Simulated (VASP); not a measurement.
# C62N (a cell with a defect) in VASP: single point with PBE

Aim: the single point of C62N (a cell with a defect) with PBE.

Everything below comes from runs of VASP 6.6.1. Logs are shortened: lines on timing, memory, paths and dates and some standing lists are left out, and cuts for length are marked.

## (1) The cell of the first run

The cell holds a defect, 63 atoms: a = 7.140 Å, b = 7.140 Å, c = 7.140 Å, α = 90.00°, β = 90.00°, γ = 90.00°.

## (2) Single point, PBE

File INCAR:

```
SYSTEM = C62N
ALGO = Normal
EDIFF = 1E-6
ENCUT = 520
GGA = PE
ISIF = 2
ISMEAR = 0
LASPH = .True.
LCHARG = .True.
LELF = .True.
LREAL = Auto
LVHAR = .True.
LWAVE = .False.
NBANDS = 164
NELECT = 254.0
NELM = 60
PREC = Accurate
SIGMA = 0.05
```

File KPOINTS:

```
k-points
0
Gamma
  2 2 2
  0 0 0
```

File POSCAR:

```
C62N
1.0
    7.1400000000      0.0000000000      0.0000000000
    0.0000000000      7.1400000000      0.0000000000
    0.0000000000      0.0000000000      7.1400000000
C N
62 1
Direct
    0.5001204482     -0.0001204482     -0.0001204482
    0.6257890756      0.1251917367      0.1251917367
    0.7509350140      0.2504147059      0.0009207283
    0.8772739496      0.3762340336      0.1272385154
    0.7509350140      0.0009207283      0.2504147059
    0.8772739496      0.1272385154      0.3762340336
    0.0000481793      0.0001238095      0.0001238095
    0.1253072829      0.1235981793      0.1235981793
    0.2500453782      0.2499546218     -0.0013485994
    0.3764018207      0.3746927171      0.1235981793
    0.4998761905      0.4999518207      0.0001238095
    0.6242927171      0.6246161064      0.1247134454
    0.7501154062      0.7498845938      0.0001862745
    0.8753838936      0.8757072829      0.1247134454
    0.2500453782     -0.0013485994      0.2499546218
    0.3764018207      0.1235981793      0.3746927171
    0.5013485994      0.2499546218      0.2499546218
    0.6262369748      0.3755707283      0.3755707283
    0.7526285714      0.5013932773      0.2531536415
    0.8658858543      0.6341141457      0.3693341737
    0.4998761905      0.0001238095      0.4999518207
    0.6242927171      0.1247134454      0.6246161064
    0.7526285714      0.2531536415      0.5013932773
    0.8658858543      0.3693341737      0.6341141457
    0.7501154062      0.0001862745      0.7498845938
    0.8753838936      0.1247134454      0.8757072829
   -0.0000906162      0.5000906162     -0.0000072829
    0.1237659664      0.6227260504      0.1272385154
    0.2495852941      0.7490649860      0.0009207283
    0.3748082633      0.8742109244      0.1251917367
    0.0058869748      0.2502817927      0.2502817927
    0.2497182073      0.4941130252      0.2502817927
    0.3727614846      0.6227260504      0.3762340336
    0.4990792717      0.7490649860      0.2504147059
    0.6237857143      0.8762142857      0.3760054622
   -0.0000906162     -0.0000072829      0.5000906162
    0.1237659664      0.1272385154      0.6227260504
    0.2497182073      0.2502817927      0.4941130252
    0.3727614846      0.3762340336      0.6227260504
    0.5000072829      0.5000906162      0.5000906162
    0.6250936975      0.6250317927      0.6250317927
    0.7505896359      0.7494103641      0.4992015406
    0.8749682073      0.8749063025      0.6250317927
    0.2495852941      0.0009207283      0.7490649860
    0.3748082633      0.1251917367      0.8742109244
    0.4990792717      0.2504147059      0.7490649860
    0.6237857143      0.3760054622      0.8762142857
    0.7505896359      0.4992015406      0.7494103641
    0.8749682073      0.6250317927      0.8749063025
   -0.0013932773      0.7473714286      0.2531536415
    0.1244292717      0.8737630252      0.3755707283
    0.1306658263      0.6341141457      0.6341141457
    0.2468463585      0.7473714286      0.5013932773
    0.3752865546      0.8757072829      0.6246161064
   -0.0013932773      0.2531536415      0.7473714286
    0.1244292717      0.3755707283      0.8737630252
    0.2468463585      0.5013932773      0.7473714286
    0.3752865546      0.6246161064      0.8757072829
    0.4998137255      0.7498845938      0.7498845938
    0.6250022409      0.8749977591      0.8749977591
    0.0007984594      0.7494103641      0.7494103641
    0.1239945378      0.8762142857      0.8762142857
    0.1359282913      0.3640717087      0.3640717087
```

Potentials or basis: VASP PAW PBE potentials, release 64 (C, N).

On the command line:

```sh
$ cat potpaw_PBE.64/C/POTCAR potpaw_PBE.64/N/POTCAR > POTCAR
$ mpirun -np 1 vasp_std > vasp.out
```

OUTCAR:

```text
SYSTEM = C62N
   EDIFF = 1E-6
   ENCUT = 520
   GGA = PE
   ISIF = 2
   ISMEAR = 0
   LASPH = .True.
   LREAL = Auto
   NELECT = 254.0
   NELM = 60
   PREC = Accurate

 ion  position               nearest neighbor table
   1  0.500  1.000  1.000-  60 1.54  30 1.55  45 1.55   2 1.55
   2  0.626  0.125  0.125-  17 1.54   5 1.54   3 1.54   1 1.55
   3  0.751  0.250  0.001-   2 1.54  26 1.55  47 1.56   4 1.56
   4  0.877  0.376  0.127-  27 1.54  19 1.55  31 1.56   3 1.56
   5  0.751  0.001  0.250-   2 1.54  14 1.55  35 1.56   6 1.56
   6  0.877  0.127  0.376-  36 1.54  23 1.55  31 1.56   5 1.56
[... 43 lines left out ...]
  50  0.999  0.747  0.253-  20 1.50  51 1.54  28 1.55  14 1.57
  51  0.124  0.874  0.376-  50 1.54  53 1.54  36 1.55  15 1.55
  52  0.131  0.634  0.634-  61 1.49  57 1.50  53 1.50
  53  0.247  0.747  0.501-  52 1.50  51 1.54  33 1.55  54 1.57
  54  0.375  0.876  0.625-  21 1.54  44 1.55  59 1.55  53 1.57
  55  0.999  0.253  0.747-  24 1.50  56 1.54  37 1.55  26 1.57
  56  0.124  0.376  0.874-  55 1.54  57 1.54  27 1.55   9 1.55
  57  0.247  0.501  0.747-  52 1.50  56 1.54  39 1.55  58 1.57
  58  0.375  0.625  0.876-  11 1.54  29 1.55  59 1.55  57 1.57
  59  0.500  0.750  0.750-  41 1.55  60 1.55  58 1.55  54 1.55
  60  0.625  0.875  0.875-   1 1.54  25 1.55  59 1.55  13 1.55
  61  0.001  0.749  0.749-  52 1.49  49 1.55  43 1.55  62 1.55
  62  0.124  0.876  0.876-   7 1.53  61 1.55  44 1.56  29 1.56
  63  0.136  0.364  0.364-  31 1.48  32 1.48  38 1.48

  LATTYP: Found a simple cubic cell.
 ALAT       =     7.1400000000

  Lattice vectors:

 A1 = (   7.1400000000,   0.0000000000,   0.0000000000)
 A2 = (   0.0000000000,   7.1400000000,   0.0000000000)
 A3 = (   0.0000000000,   0.0000000000,   7.1400000000)

Analysis of symmetry for initial positions (statically):
=====================================================================
 Subroutine PRICEL returns:
 Original cell was already a primitive cell.

 Routine SETGRP: Setting up the symmetry group for a
 simple cubic supercell.

 Subroutine GETGRP returns: Found  6 space group operations
 (whereof  2 operations were pure point group operations)
 out of a pool of 48 trial point group operations.

The static configuration has the point symmetry C_1h.
 The point group associated with its full space group is C_3v.

Analysis of symmetry for dynamics (positions and initial velocities):
=====================================================================
 Subroutine PRICEL returns:
 Original cell was already a primitive cell.

 Routine SETGRP: Setting up the symmetry group for a
 simple cubic supercell.

 Subroutine GETGRP returns: Found  6 space group operations
 (whereof  2 operations were pure point group operations)
 out of a pool of 48 trial point group operations.

The dynamic configuration has the point symmetry C_1h.
 The point group associated with its full space group is C_3v.

 Subroutine INISYM returns: Found  6 space group operations
 (whereof  2 operations are pure point group operations),
 and found     1 'primitive' translations

----------------------------------------------------------------------------------------

                                     Primitive cell

  volume of cell :     363.9943

  direct lattice vectors                    reciprocal lattice vectors
     7.140000000  0.000000000  0.000000000     0.140056022  0.000000000  0.000000000
     0.000000000  7.140000000  0.000000000     0.000000000  0.140056022  0.000000000
     0.000000000  0.000000000  7.140000000     0.000000000  0.000000000  0.140056022

  length of vectors
     7.140000000  7.140000000  7.140000000     0.140056022  0.140056022  0.140056022

  position of ions in fractional coordinates (direct lattice)
     0.500120448  0.999879552  0.999879552
     0.625789076  0.125191737  0.125191737
     0.750935014  0.250414706  0.000920728
     0.877273950  0.376234034  0.127238515
     0.750935014  0.000920728  0.250414706
     0.877273950  0.127238515  0.376234034
[... 55 lines left out ...]
     0.123994538  0.876214286  0.876214286
     0.135928291  0.364071709  0.364071709

  ion indices of the primitive-cell ions
   primitive index   ion index
                 1           1
                 2           2
                 3           3
                 4           4
                 5           5
                 6           6
[... 55 lines left out ...]
                62          62
                63          63

----------------------------------------------------------------------------------------

 KPOINTS: k-points

Automatic generation of k-mesh.
 Grid dimensions read from file:
 generate k-points for:    2    2    2

 Generating k-lattice:

  Cartesian coordinates                     Fractional coordinates (reciprocal lattice)
     0.070028011  0.000000000  0.000000000     0.500000000  0.000000000  0.000000000
     0.000000000  0.070028011  0.000000000     0.000000000  0.500000000  0.000000000
     0.000000000  0.000000000  0.070028011     0.000000000  0.000000000  0.500000000

  Length of vectors
     0.070028011  0.070028011  0.070028011

  Shift w.r.t. Gamma in fractional coordinates (k-lattice)
     0.000000000  0.000000000  0.000000000

 Subroutine IBZKPT returns following result:
 ===========================================

 Found      4 irreducible k-points:

 Following reciprocal coordinates:
            Coordinates               Weight
  0.000000  0.000000  0.000000      1.000000
  0.500000  0.000000  0.000000      3.000000
  0.500000  0.500000  0.000000      3.000000
  0.500000  0.500000  0.500000      1.000000
   k-points           NKPTS =      4   k-points in BZ     NKDIM =      4   number of bands    NBANDS=    164
   number of dos      NEDOS =    301   number of ions     NIONS =     63
   total plane-waves  NPLWV = 157464
   dimension x,y,z NGX =    54 NGY =   54 NGZ =   54
   dimension x,y,z NGXF=   108 NGYF=  108 NGZF=  108
   ions per type =              62   1
   NGX,Y,Z   is equivalent  to a cutoff of  12.57, 12.57, 12.57 a.u.
   NGXF,Y,Z  is equivalent  to a cutoff of  25.15, 25.15, 25.15 a.u.
 SYSTEM =  C62N
   PREC   = accura    normal or accurate (medium, high low for compatibility)
   ISTART =      0    job   : 0-new  1-cont  2-samecut
   ICHARG =      2    charge: 1-file 2-atom 10-const
   ISPIN  =      1    spin polarized calculation?
   LNONCOLLINEAR =      F non collinear calculations
   LSORBIT =      F    spin-orbit coupling
   LASPH  =      T    aspherical Exc in radial PAW
   ENCUT  =  520.0 eV  38.22 Ry    6.18 a.u.  13.28 13.28 13.28*2*pi/ulx,y,z
   NELM   =     60;   NELMIN=  2; NELMDL= -5     # of ELM steps
   EDIFF  = 0.1E-05   stopping-criterion for ELM
   LREAL  =      T    real-space projection
   EDIFFG = 0.1E-04   stopping-criterion for IOM
   NSW    =      0    number of steps for IOM
   IBRION =     -1    ionic relax: 0-MD 1-quasi-New 2-CG
   NFREE  =      0    steps in history (QN), initial steepest desc. (CG)
   ISIF   =      2    stress and relaxation
   ISYM   =      2    0-nonsym 1-usesym 2-fastsym
   POTIM  = 0.5000    time-step for ionic-motion
   TEBEG  =    0.0;   TEEND  =   0.0 temperature during run
   PSTRESS=    0.0 pullay stress
   NELECT =     254.0000    total number of electrons
   NUPDOWN=      -1.0000    fix difference up-down
   EMIN   =  10.00;   EMAX   =-10.00  energy-range for DOS
   EFERMI =   0.00;   METHOD = LEGACY
   ISMEAR =     0;   SIGMA  =   0.05  broadening in eV -4-tet -1-fermi 0-gaus
   EFERMI_NEDOS =   21; number of points for ismear=-14 and -15
   IALGO  =     38    algorithm
   IMIX   =      4    mixing-type and parameters
     AMIX     =   0.40;   BMIX     =  1.00
     AMIX_MAG =   1.60;   BMIX_MAG =  1.00
  volume/ion in A,a.u.               =       5.78        38.99
  Fermi-wavevector in a.u.,A,eV,Ry     =   1.452071  2.744016 28.688024  2.108510
  Thomas-Fermi vector in A             =   2.569495
   LORBIT       =      0    0 simple, 1 ext, 2 COOP (PROOUT), +10 PAW based schemes
   GGA     = PE    functional components
   LHFCALC =     F    Hartree Fock is set to
   AEXX    =    0.0000 exact exchange contribution
   IVDW    =     0    specifies the selected vdW correction
   LEPSILON=     F    determine dielectric tensor
   LRPA    =     F    only Hartree local field effects (RPA)
 non-spin polarized calculation
 Gauss-broadening in eV      SIGMA  =   0.05
  energy-cutoff  :      520.00
  volume of cell :      363.99
 maximum number of plane-waves:      9808
 NGX is ok and might be reduce to    54
   NGX = 27   NGY = 27   NGZ = 27

 number of electron     253.9999996 magnetization

 Free energy of the ion-electron system (eV)
  ---------------------------------------------------
  ext. energy  EPLUGINS =         0.00000000
  ---------------------------------------------------
  free energy    TOTEN  =      -554.77537949 eV

  energy without entropy =     -554.76163407  energy(sigma->0) =     -554.76850678

 E-fermi :  11.5936     XC(G=0): -13.1698

 val. band max:       11.5845415557   @ k =   0.5000   0.0000   0.0000
 cond. band min:      11.6484120476   @ k =   0.5000   0.5000   0.0000
 fundamental gap:      0.0638704920
 Fermi energy:        11.5936462854

 k-point     1 :       0.0000    0.0000    0.0000
  band No.  band energies     occupation
      1     -12.1315      2.00000
      2     -10.5541      2.00000
      3      -9.8356      2.00000
      4      -9.8356      2.00000
      5      -9.7238      2.00000
      6      -9.7238      2.00000
[... 557 lines left out ...]
    138      15.3998      0.00000
    139      15.3998      0.00000
 [bands above 139 left out]

------------------------ aborting loop because EDIFF is reached ----------------------------------------

  FORCE on cell =-STRESS in cart. coord.  units (eV):
  Direction    XX          YY          ZZ          XY          YZ          ZX
  --------------------------------------------------------------------------------------
  -------------------------------------------------------------------------------------
  Total       16.7304477     16.7304477     16.7304477     -3.7326995      3.7326995     -3.7326995
  in kB       73.6416499     73.6416499     73.6416499    -16.4300536     16.4300536    -16.4300536
  external PRESSURE =      73.6416499 kB  Pullay stress =       0.0000000 kB

 VOLUME and BASIS-vectors are now :
 -----------------------------------------------------------------------------
  energy-cutoff  :      520.00
  volume of cell :      363.99
      direct lattice vectors                 reciprocal lattice vectors
     7.140000000  0.000000000  0.000000000     0.140056022  0.000000000  0.000000000
     0.000000000  7.140000000  0.000000000     0.000000000  0.140056022  0.000000000
     0.000000000  0.000000000  7.140000000     0.000000000  0.000000000  0.140056022

 POSITION                                       TOTAL-FORCE (eV/Angst)
 -----------------------------------------------------------------------------------
      3.57086      7.13914      7.13914         0.002014     -0.002014     -0.002014
      4.46813      0.89387      0.89387        -0.004299      0.015246      0.015246
      5.36168      1.78796      0.00657         0.028819      0.020146     -0.003783
      6.26374      2.68631      0.90848         0.000569      0.002751     -0.006637
      5.36168      0.00657      1.78796         0.028819     -0.003783      0.020146
      6.26374      0.90848      2.68631         0.000569     -0.006637      0.002751
[... 55 lines left out ...]
      0.88532      6.25617      6.25617        -0.005196     -0.017627     -0.017627
      0.97053      2.59947      2.59947        -0.000831      0.000831      0.000831
 -----------------------------------------------------------------------------------
    total drift:                                0.015740     -0.015739     -0.015739

  FREE ENERGIE OF THE ION-ELECTRON SYSTEM (eV)
  ---------------------------------------------------
  free  energy   TOTEN  =      -554.7753794914 eV

  energy  without entropy=     -554.7616340675  energy(sigma->0) =     -554.76850678
```

It took 10 min on 1 thread of AMD EPYC 7R43 (Zen 3), shared host; peak memory 0.44 GiB.

Results:

* Free energy: -554.7754 eV
* Largest force: 0.059 eV/Å

Forces on the atoms (eV/Å):
```
C    0.002 -0.002 -0.002
C   -0.004  0.015  0.015
C    0.029  0.020 -0.004
C    0.001  0.003 -0.007
C    0.029 -0.004  0.020
C    0.001 -0.007  0.003
C   -0.002  0.004  0.004
C   -0.005  0.004  0.004
C   -0.010  0.010  0.005
C   -0.004  0.005  0.004
C   -0.004  0.002  0.004
C    0.007 -0.004  0.008
C    0.019 -0.019  0.007
C    0.004 -0.007  0.008
C   -0.010  0.005  0.010
C   -0.004  0.004  0.005
C   -0.005  0.010  0.010
C    0.004  0.007  0.007
C   -0.012 -0.004  0.002
C    0.039 -0.039  0.020
C   -0.004  0.004  0.002
C    0.007  0.008 -0.004
C   -0.012  0.002 -0.004
C    0.039  0.020 -0.039
C    0.019  0.007 -0.019
C    0.004  0.008 -0.007
C    0.000  0.000  0.006
C   -0.003 -0.001 -0.007
C   -0.020 -0.029 -0.004
C   -0.015  0.004  0.015
C   -0.009  0.016  0.016
C   -0.016  0.009  0.016
C    0.007 -0.001  0.003
C    0.004 -0.029  0.020
C    0.018 -0.018  0.005
C    0.000  0.006  0.000
C   -0.003 -0.007 -0.001
C   -0.016  0.016  0.009
C    0.007  0.003 -0.001
C   -0.006  0.000  0.000
C    0.011 -0.014 -0.014
C   -0.011  0.011  0.017
C    0.014 -0.011 -0.014
C   -0.020 -0.004 -0.029
C   -0.015  0.015  0.004
C    0.004  0.020 -0.029
C    0.018  0.005 -0.018
C   -0.011  0.017  0.011
C    0.014 -0.014 -0.011
C    0.004  0.012  0.002
C   -0.007 -0.004  0.007
C   -0.020 -0.039 -0.039
C   -0.002  0.012 -0.004
C   -0.008 -0.007 -0.004
C    0.004  0.002  0.012
C   -0.007  0.007 -0.004
C   -0.002 -0.004  0.012
C   -0.008 -0.004 -0.007
C   -0.007 -0.019 -0.019
C    0.001 -0.001 -0.001
C   -0.017  0.011  0.011
C   -0.005 -0.018 -0.018
N   -0.001  0.001  0.001
```

Caveat: the k points lie up to 0.44 Å⁻¹ apart; the cell carries a net charge on a neutralising background, which shifts energy and pressure; the cell is charged against a uniform background, so pressure and absolute levels hang on convention.
